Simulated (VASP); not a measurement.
Wanted: the native input for a VASP 6.6.1 run.

* Task: single point
* Functional: r2SCAN
* Potentials or basis: VASP PAW PBE potentials, release 64 (In_d, Pd)
* Cutoff: 520 eV
* k mesh: 16 × 16 × 16
* Occupations: gaussian, width 0.15 eV
* Spin: no spin polarisation
* Dipole correction: no
* Further INCAR settings: ALGO = Normal; EDIFF = 1e-06; NBANDS = 18

InPd:

```
CELL_PARAMETERS angstrom
3.46253 0.86563 0.86563
0.86563 3.46253 0.86563
0.86563 0.86563 3.46253
ATOMIC_POSITIONS crystal
In 0.00000 0.00000 0.00000
Pd 0.50000 0.50000 0.50000
```

This cell differs from its parent crystal: ratio of the length along [111] to the lengths across it x 2.0, volume and fractional coordinates fixed.

These files were run (other wordings do the same):

POSCAR

```
InPd
1.0
    3.4625288945      0.8656322236      0.8656322236
    0.8656322236      3.4625288945      0.8656322236
    0.8656322236      0.8656322236      3.4625288945
In Pd
1 1
Direct
    0.0000000000      0.0000000000      0.0000000000
    0.5000000000      0.5000000000      0.5000000000
```

INCAR.step1

```
PREC = Accurate
ENCUT = 520
ISMEAR = 0
SIGMA = 0.15
LREAL = F
LASPH = T
NELM = 100
NBANDS = 18
GGA = PE
ALGO = Normal
EDIFF = 1E-4
LWAVE = T
LCHARG = F
```

INCAR.step2

```
PREC = Accurate
ENCUT = 520
EDIFF = 1E-6
ISMEAR = 0
SIGMA = 0.15
LREAL = F
LASPH = T
NELM = 100
ALGO = Normal
ISIF = 2
LWAVE = F
LCHARG = F
METAGGA = R2SCAN
LMIXTAU = T
NBANDS = 18
ISTART = 1
```

KPOINTS

```
regular mesh
0
Gamma
  16 16 16
```

Potentials or basis: VASP PAW PBE potentials, release 64 (In_d, Pd).

Run with:

```console
$ cat potpaw_PBE.64/In_d/POTCAR potpaw_PBE.64/Pd/POTCAR > POTCAR
$ cp INCAR.step1 INCAR
$ mpirun -np 1 vasp_std > vasp.out
$ cp INCAR.step2 INCAR
$ mpirun -np 1 vasp_std > vasp.out
```

Results of the run:

* Pressure: 19.5 GPa

Caveat: the PAW data sets were made with another functional, which shifts forces and pressure a little.

Run time: 2.9 min on 1 thread of Intel(R) Xeon(R) Platinum 8488C (Sapphire Rapids), with other jobs on the host, peak memory 0.24 GiB.
